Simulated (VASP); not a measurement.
# AlAs2 (Fm-3m) in VASP: a series of runs

The runs below take AlAs2 through single point, relaxation of cell and atoms, with r2SCAN.

Everything below comes from runs of VASP 6.6.1. Logs are shortened: lines on timing, memory, paths and dates and some standing lists are left out, and cuts for length are marked.

## Step 1: The cell of the first run

It takes space group Fm-3m (No. 225, cubic). The conventional cell has a = 6.053 Å, b = 6.053 Å, c = 6.053 Å, α = 90.00°, β = 90.00°, γ = 90.00°. Within 3.5 Å of Al (site symmetry m-3m) lie 8 As at 2.62 Å. Within 3.5 Å of As (site symmetry -43m) lie 4 Al at 2.62 Å and 6 As at 3.03 Å.

## Step 2: Single point, r2SCAN

Contents of POSCAR:

```
AlAs2
1.0
    0.0000000000      3.0264422118      3.0264422118
    3.0264422118      0.0000000000      3.0264422118
    3.0264422118      3.0264422118      0.0000000000
Al As
1 2
Direct
    0.0000000000      0.0000000000      0.0000000000
    0.2500000000      0.2500000000      0.2500000000
    0.7500000000      0.7500000000      0.7500000000
```

Contents of INCAR.step1:

```
SYSTEM = AlAs2
PREC = Accurate
ENCUT = 520
ISMEAR = 0
SIGMA = 0.1
LREAL = .False.
LASPH = .True.
NELM = 60
NBANDS = 14
GGA = PE
ALGO = Normal
EDIFF = 1E-4
LWAVE = .True.
LCHARG = .False.
```

Contents of INCAR.step2:

```
SYSTEM = AlAs2
PREC = Accurate
ENCUT = 520
EDIFF = 1E-6
ISMEAR = 0
SIGMA = 0.1
LREAL = .False.
LASPH = .True.
NELM = 60
ALGO = Normal
ISIF = 2
LWAVE = .False.
LCHARG = .False.
METAGGA = R2SCAN
LMIXTAU = .True.
NBANDS = 14
ISTART = 1
```

Contents of KPOINTS:

```
Automatic mesh
0
Gamma
  6 6 6
  0 0 0
```

Potentials or basis: VASP PAW PBE potentials, release 64 (Al, As).

Started as:

```sh
> cat potpaw_PBE.64/Al/POTCAR potpaw_PBE.64/As/POTCAR > POTCAR
> cp INCAR.step1 INCAR
> mpirun -np 1 vasp_std > vasp.out
> cp INCAR.step2 INCAR
> mpirun -np 1 vasp_std > vasp.out
```

OUTCAR:

```text
SYSTEM = AlAs2
   PREC = Accurate
   ENCUT = 520
   EDIFF = 1E-6
   ISMEAR = 0
   LREAL = .False.
   LASPH = .True.
   NELM = 60
   ISIF = 2
   METAGGA = R2SCAN
   ISTART = 1

 ion  position               nearest neighbor table
   1  0.000  0.000  0.000-   3 2.62   2 2.62   3 2.62   2 2.62   3 2.62   3 2.62   2 2.62   2 2.62

   2  0.250  0.250  0.250-   1 2.62   1 2.62   1 2.62   1 2.62
   3  0.750  0.750  0.750-   1 2.62   1 2.62   1 2.62   1 2.62

  LATTYP: Found a face centered cubic cell.
 ALAT       =     6.0528844236

  Lattice vectors:

 A1 = (   0.0000000000,   3.0264422118,   3.0264422118)
 A2 = (   3.0264422118,   0.0000000000,   3.0264422118)
 A3 = (   3.0264422118,   3.0264422118,   0.0000000000)

Analysis of symmetry for initial positions (statically):
=====================================================================
 Subroutine PRICEL returns:
 Original cell was already a primitive cell.

 Routine SETGRP: Setting up the symmetry group for a
 face centered cubic supercell.

 Subroutine GETGRP returns: Found 48 space group operations
 (whereof 48 operations were pure point group operations)
 out of a pool of 48 trial point group operations.

The static configuration has the point symmetry O_h .

Analysis of symmetry for dynamics (positions and initial velocities):
=====================================================================
 Subroutine PRICEL returns:
 Original cell was already a primitive cell.

 Routine SETGRP: Setting up the symmetry group for a
 face centered cubic supercell.

 Subroutine GETGRP returns: Found 48 space group operations
 (whereof 48 operations were pure point group operations)
 out of a pool of 48 trial point group operations.

The dynamic configuration has the point symmetry O_h .

 Subroutine INISYM returns: Found 48 space group operations
 (whereof 48 operations are pure point group operations),
 and found     1 'primitive' translations

----------------------------------------------------------------------------------------

                                     Primitive cell

  volume of cell :      55.4405

  direct lattice vectors                    reciprocal lattice vectors
     0.000000000  3.026442212  3.026442212    -0.165210490  0.165210490  0.165210490
     3.026442212  0.000000000  3.026442212     0.165210490 -0.165210490  0.165210490
     3.026442212  3.026442212  0.000000000     0.165210490  0.165210490 -0.165210490

  length of vectors
     4.280035622  4.280035622  4.280035622     0.286152962  0.286152962  0.286152962

  position of ions in fractional coordinates (direct lattice)
     0.000000000  0.000000000  0.000000000
     0.250000000  0.250000000  0.250000000
     0.750000000  0.750000000  0.750000000

  ion indices of the primitive-cell ions
   primitive index   ion index
                 1           1
                 2           2
                 3           3

----------------------------------------------------------------------------------------

 KPOINTS: Automatic mesh

Automatic generation of k-mesh.
 Grid dimensions read from file:
 generate k-points for:    6    6    6

 Generating k-lattice:

  Cartesian coordinates                     Fractional coordinates (reciprocal lattice)
    -0.027535082  0.027535082  0.027535082     0.166666667  0.000000000  0.000000000
     0.027535082 -0.027535082  0.027535082     0.000000000  0.166666667  0.000000000
     0.027535082  0.027535082 -0.027535082     0.000000000  0.000000000  0.166666667

  Length of vectors
     0.047692160  0.047692160  0.047692160

  Shift w.r.t. Gamma in fractional coordinates (k-lattice)
     0.000000000  0.000000000  0.000000000

 Subroutine IBZKPT returns following result:
 ===========================================

 Found     16 irreducible k-points:

 Following reciprocal coordinates:
            Coordinates               Weight
  0.000000  0.000000  0.000000      1.000000
  0.166667  0.000000  0.000000      8.000000
  0.333333  0.000000  0.000000      8.000000
  0.500000  0.000000  0.000000      4.000000
  0.166667  0.166667  0.000000      6.000000
  0.333333  0.166667  0.000000     24.000000
[... 8 lines left out ...]
 -0.333333  0.333333  0.166667     24.000000
 -0.333333  0.500000  0.166667     12.000000
   k-points           NKPTS =     16   k-points in BZ     NKDIM =     16   number of bands    NBANDS=     14
   number of dos      NEDOS =    301   number of ions     NIONS =      3
   total plane-waves  NPLWV =  32768
   dimension x,y,z NGX =    32 NGY =   32 NGZ =   32
   dimension x,y,z NGXF=    64 NGYF=   64 NGZF=   64
   ions per type =               1   2
   NGX,Y,Z   is equivalent  to a cutoff of  12.43, 12.43, 12.43 a.u.
   NGXF,Y,Z  is equivalent  to a cutoff of  24.86, 24.86, 24.86 a.u.
 SYSTEM =  AlAs2
   PREC   = accura    normal or accurate (medium, high low for compatibility)
   ISTART =      1    job   : 0-new  1-cont  2-samecut
   ICHARG =      0    charge: 1-file 2-atom 10-const
   ISPIN  =      1    spin polarized calculation?
   LNONCOLLINEAR =      F non collinear calculations
   LSORBIT =      F    spin-orbit coupling
   LASPH  =      T    aspherical Exc in radial PAW
   ENCUT  =  520.0 eV  38.22 Ry    6.18 a.u.   7.96  7.96  7.96*2*pi/ulx,y,z
   NELM   =     60;   NELMIN=  2; NELMDL=  0     # of ELM steps
   EDIFF  = 0.1E-05   stopping-criterion for ELM
   LREAL  =      F    real-space projection
   EDIFFG = 0.1E-04   stopping-criterion for IOM
   NSW    =      0    number of steps for IOM
   IBRION =     -1    ionic relax: 0-MD 1-quasi-New 2-CG
   NFREE  =      0    steps in history (QN), initial steepest desc. (CG)
   ISIF   =      2    stress and relaxation
   ISYM   =      2    0-nonsym 1-usesym 2-fastsym
   POTIM  = 0.5000    time-step for ionic-motion
   TEBEG  =    0.0;   TEEND  =   0.0 temperature during run
   PSTRESS=    0.0 pullay stress
   NELECT =      13.0000    total number of electrons
   NUPDOWN=      -1.0000    fix difference up-down
   EMIN   =  10.00;   EMAX   =-10.00  energy-range for DOS
   EFERMI =   0.00;   METHOD = LEGACY
   ISMEAR =     0;   SIGMA  =   0.10  broadening in eV -4-tet -1-fermi 0-gaus
   EFERMI_NEDOS =   21; number of points for ismear=-14 and -15
   IALGO  =     38    algorithm
   IMIX   =      4    mixing-type and parameters
     AMIX     =   0.40;   BMIX     =  1.00
     AMIX_MAG =   1.60;   BMIX_MAG =  1.00
  volume/ion in A,a.u.               =      18.48       124.71
  Fermi-wavevector in a.u.,A,eV,Ry     =   1.009517  1.907710 13.866027  1.019124
  Thomas-Fermi vector in A             =   2.142450
   LORBIT       =      0    0 simple, 1 ext, 2 COOP (PROOUT), +10 PAW based schemes
   METAGGA = R2SCAN    functional components
   LHFCALC =     F    Hartree Fock is set to
   AEXX    =    0.0000 exact exchange contribution
   IVDW    =     0    specifies the selected vdW correction
   LEPSILON=     F    determine dielectric tensor
   LRPA    =     F    only Hartree local field effects (RPA)
 non-spin polarized calculation
 Gauss-broadening in eV      SIGMA  =   0.10
  energy-cutoff  :      520.00
  volume of cell :       55.44
 maximum number of plane-waves:      1524
   NGX = 15   NGY = 15   NGZ = 15

 number of electron      12.9999999 magnetization

 Free energy of the ion-electron system (eV)
  ---------------------------------------------------
  ext. energy  EPLUGINS =         0.00000000
  ---------------------------------------------------
  free energy    TOTEN  =       -35.58663146 eV

  energy without entropy =      -35.57589954  energy(sigma->0) =      -35.58126550

 E-fermi :   6.9750     XC(G=0): -10.8224

 val. band max:        6.9667977604   @ k =   0.3333   0.1667   0.0000
 cond. band min:       7.0338718553   @ k =   0.3333   0.1667   0.0000
 fundamental gap:      0.0670740949
 Fermi energy:         6.9750483798

 k-point     1 :       0.0000    0.0000    0.0000
  band No.  band energies     occupation
      1      -8.5676      2.00000
      2      -1.3196      2.00000
      3       3.2214      2.00000
      4       3.2214      2.00000
      5       3.2214      2.00000
      6       6.2881      2.00000
      7       6.2881      2.00000
      8       6.2881      2.00000
      9       9.1174      0.00000
     10       9.8187      0.00000
     11       9.8187      0.00000
     12       9.8187      0.00000
     13      12.0287      0.00000
     14      12.0287      0.00000

 k-point     2 :       0.1667    0.0000    0.0000
  band No.  band energies     occupation
      1      -8.2557      2.00000
      2      -2.1878      2.00000
      3       3.0782      2.00000
      4       3.1636      2.00000
      5       3.1636      2.00000
      6       5.7230      2.00000
      7       5.9023      2.00000
      8       5.9023      2.00000
      9       9.7864      0.00000
     10       9.7864      0.00000
     11       9.8421      0.00000
     12      11.0743      0.00000
     13      13.7522      0.00000
     14      13.7522      0.00000

 k-point     3 :       0.3333    0.0000    0.0000
  band No.  band energies     occupation
      1      -7.3383      2.00000
      2      -4.0096      2.00000
      3       2.7036      2.00000
      4       3.1841      2.00000
      5       3.1841      2.00000
      6       4.9218      2.00000
      7       4.9218      2.00000
      8       5.2193      2.00000
      9      10.9239      0.00000
     10      11.2168      0.00000
     11      11.2168      0.00000
     12      14.6968      0.00000
     13      16.3245      0.00000
     14      16.3245      0.00000
[... 188 lines left out ...]
 k-point    15 :      -0.3333    0.3333    0.1667
  band No.  band energies     occupation
      1      -5.4624      2.00000
      2      -5.3499      2.00000
      3      -0.8100      2.00000
      4       0.6502      2.00000
      5       4.1891      2.00000
      6       4.2473      2.00000
      7       8.3812      0.00000
      8       9.3131      0.00000
      9       9.6464      0.00000
     10      10.5542      0.00000
     11      14.5061      0.00000
     12      14.8941      0.00000
     13      16.1431      0.00000
     14      17.2714      0.00000

 k-point    16 :      -0.3333    0.5000    0.1667
  band No.  band energies     occupation
      1      -5.6786      2.00000
      2      -4.5960      2.00000
      3      -1.6002      2.00000
      4       0.2995      2.00000
      5       2.6828      2.00000
      6       6.2919      2.00000
      7       7.8270      0.00000
      8       9.4882      0.00000
      9      10.6718      0.00000
     10      11.5432      0.00000
     11      14.6023      0.00000
     12      15.1144      0.00000
     13      17.2749      0.00000
     14      17.5321      0.00000

------------------------ aborting loop because EDIFF is reached ----------------------------------------

  FORCE on cell =-STRESS in cart. coord.  units (eV):
  Direction    XX          YY          ZZ          XY          YZ          ZX
  --------------------------------------------------------------------------------------
  -------------------------------------------------------------------------------------
  Total        2.7904318      2.7904318      2.7904318      0.0000000     -0.0000000      0.0000000
  in kB       80.6408035     80.6408035     80.6408035      0.0000000     -0.0000000      0.0000000
  external PRESSURE =      80.6408035 kB  Pullay stress =       0.0000000 kB

 VOLUME and BASIS-vectors are now :
 -----------------------------------------------------------------------------
  energy-cutoff  :      520.00
  volume of cell :       55.44
      direct lattice vectors                 reciprocal lattice vectors
     0.000000000  3.026442212  3.026442212    -0.165210490  0.165210490  0.165210490
     3.026442212  0.000000000  3.026442212     0.165210490 -0.165210490  0.165210490
     3.026442212  3.026442212  0.000000000     0.165210490  0.165210490 -0.165210490

 POSITION                                       TOTAL-FORCE (eV/Angst)
 -----------------------------------------------------------------------------------
      0.00000      0.00000      0.00000         0.000000      0.000000      0.000000
      1.51322      1.51322      1.51322        -0.000000     -0.000000      0.000000
      4.53966      4.53966      4.53966        -0.000000     -0.000000     -0.000000
 -----------------------------------------------------------------------------------
    total drift:                               -0.000000     -0.000000      0.000000

  FREE ENERGIE OF THE ION-ELECTRON SYSTEM (eV)
  ---------------------------------------------------
  free  energy   TOTEN  =       -35.5866314566 eV

  energy  without entropy=      -35.5758995375  energy(sigma->0) =      -35.58126550
```

Run time: 28 s. Hardware: 1 thread of AMD EPYC 9R45 (Zen 5), shared host; peak memory 0.15 GiB.

Results:

| Quantity | Value |
| --- | --- |
| Free energy | -35.5866 eV |
| Pressure | 8.1 GPa |

Caveat: the PAW data sets were made with another functional, which shifts forces and pressure a little.

## Step 3: Single point, r2SCAN

This run uses another cell than the first one, of 20.23 Å³/atom, 1.095 times its volume.

Contents of POSCAR:

```
AlAs2
1.0
    0.0000000000      3.1189389397      3.1189389397
    3.1189389397      0.0000000000      3.1189389397
    3.1189389397      3.1189389397      0.0000000000
Al As
1 2
Direct
    0.0000000000      0.0000000000      0.0000000000
    0.2500000000      0.2500000000      0.2500000000
    0.7500000000      0.7500000000      0.7500000000
```

Contents of INCAR.step1:

```
SYSTEM = AlAs2
  PREC = Accurate
  ENCUT = 520
  ISMEAR = 0
  SIGMA = 0.1
  LREAL = .False.
  LASPH = .True.
  NELM = 80
  NBANDS = 14
  GGA = PE
  ALGO = Normal
  EDIFF = 1E-4
  LWAVE = .True.
  LCHARG = .False.
```

Contents of INCAR.step2:

```
SYSTEM = AlAs2
  PREC = Accurate
  ENCUT = 520
  EDIFF = 1E-7
  ISMEAR = 0
  SIGMA = 0.1
  LREAL = .False.
  LASPH = .True.
  NELM = 80
  ALGO = Normal
  ISIF = 2
  LWAVE = .False.
  LCHARG = .False.
  METAGGA = R2SCAN
  LMIXTAU = .True.
  NBANDS = 14
  ISTART = 1
```

Contents of KPOINTS:

```
regular mesh
0
Gamma
  6 6 6
  0 0 0
```

Potentials or basis: VASP PAW PBE potentials, release 64 (Al, As).

Started as:

```sh
> cat potpaw_PBE.64/Al/POTCAR potpaw_PBE.64/As/POTCAR > POTCAR
> cp INCAR.step1 INCAR
> mpirun -np 1 vasp_std > vasp.out
> cp INCAR.step2 INCAR
> mpirun -np 1 vasp_std > vasp.out
```

Run time: 51 s. Hardware: 1 thread of AMD EPYC 9R45 (Zen 5), shared host; peak memory 0.18 GiB.

Results (log left out):

```yaml
Free_energy: -35.7037 eV
Pressure: -0.2 GPa
```

Levels at points of the mesh, in eV from the Fermi level:
```csv
k point,band 3,band 4,band 5,band 6,band 7,band 8,band 9,band 10,band 11,band 12
"(0.00, 0.00, 0.00)",-3.36,-3.36,-3.36,-0.57,-0.57,-0.57,1.35,2.90,2.90,2.90
"(0.50, 0.00, 0.00)",-4.45,-3.29,-3.29,-2.29,-2.29,-1.95,4.94,6.09,6.09,7.33
"(0.50, 0.50, 0.00)",-8.14,-5.50,-5.50,-0.50,2.05,2.05,3.69,6.02,7.81,7.81
```

Caveat: the PAW data sets were made with another functional, which shifts forces and pressure a little.

## Step 4: Relaxation of cell and atoms, r2SCAN

Contents of POSCAR:

```
AlAs2
1.0
    0.0000000000      3.0264422118      3.0264422118
    3.0264422118      0.0000000000      3.0264422118
    3.0264422118      3.0264422118      0.0000000000
Al As
1 2
Direct
    0.0000000000      0.0000000000      0.0000000000
    0.2500000000      0.2500000000      0.2500000000
    0.7500000000      0.7500000000      0.7500000000
```

Contents of INCAR.step1:

```
SYSTEM = AlAs2
  PREC = Accurate
  ENCUT = 600
  ISMEAR = 0
  SIGMA = 0.1
  LREAL = .False.
  LASPH = .True.
  NELM = 60
  GGA = PE
  ALGO = Normal
  EDIFF = 1E-4
  LWAVE = .True.
  LCHARG = .False.
```

Contents of INCAR.step2:

```
SYSTEM = AlAs2
  PREC = Accurate
  ENCUT = 600
  EDIFF = 1E-6
  ISMEAR = 0
  SIGMA = 0.1
  LREAL = .False.
  LASPH = .True.
  NELM = 60
  ALGO = Normal
  ISIF = 3
  LWAVE = .False.
  LCHARG = .False.
  METAGGA = R2SCAN
  LMIXTAU = .True.
  IBRION = 2
  NSW = 90
  EDIFFG = -0.04
  ISTART = 1
```

KPOINTS is that of step 3.

Started as:

```sh
> cat potpaw_PBE.64/Al/POTCAR potpaw_PBE.64/As/POTCAR > POTCAR
> cp INCAR.step1 INCAR
> mpirun -np 1 vasp_std > vasp.out
> cp INCAR.step2 INCAR
> mpirun -np 1 vasp_std > vasp.out
```

Wall time 1.7 min (1 thread of AMD EPYC 9R45 (Zen 5), shared host); peak memory 0.2 GiB.

Results (log left out):

| Item | Value |
| --- | --- |
| Free energy | -35.7040 eV |
| Relaxed volume | 20.16 Å³/atom |
| Relaxed cell | a = 4.406 Å, b = 4.406 Å, c = 4.406 Å, α = 60.00°, β = 60.00°, γ = 60.00° |
| Space group after relaxing (to 0.05 Å) | Fm-3m (No. 225) |
| Energy gained by relaxing | 39.0 meV/atom |
| Ionic steps | 3 |
| Pressure after relaxing | 0.0 GPa |

The path:
```tsv
step	energy change (eV)	largest force (eV/Å)	pressure (GPa)	volume (Å³)
1	0.0000	0.0000	8.06	55.44
2	-0.0895	0.0000	-3.06	63.24
3	-0.1169	0.0000	0.01	60.47
```

Final structure:
```
CELL_PARAMETERS angstrom
0.00000 3.11538 3.11538
3.11538 0.00000 3.11538
3.11538 3.11538 0.00000
ATOMIC_POSITIONS crystal
Al 0.00000 0.00000 0.00000
As 0.25000 0.25000 0.25000
As 0.75000 0.75000 0.75000
```

Levels at points of the mesh, in eV from the Fermi level:
```tsv
k point	band 4	band 5	band 6	band 7	band 8	band 9	band 10
(0.00, 0.00, 0.00)	-3.37	-3.37	-0.58	-0.58	-0.58	1.38	2.90
(0.50, 0.00, 0.00)	-3.30	-3.30	-2.30	-2.30	-1.95	4.96	6.10
(0.50, 0.50, 0.00)	-5.52	-5.52	-0.51	2.06	2.06	3.71	6.04
```

Caveat: the PAW data sets were made with another functional, which shifts forces and pressure a little.

(Continued in part 2 of 2.)
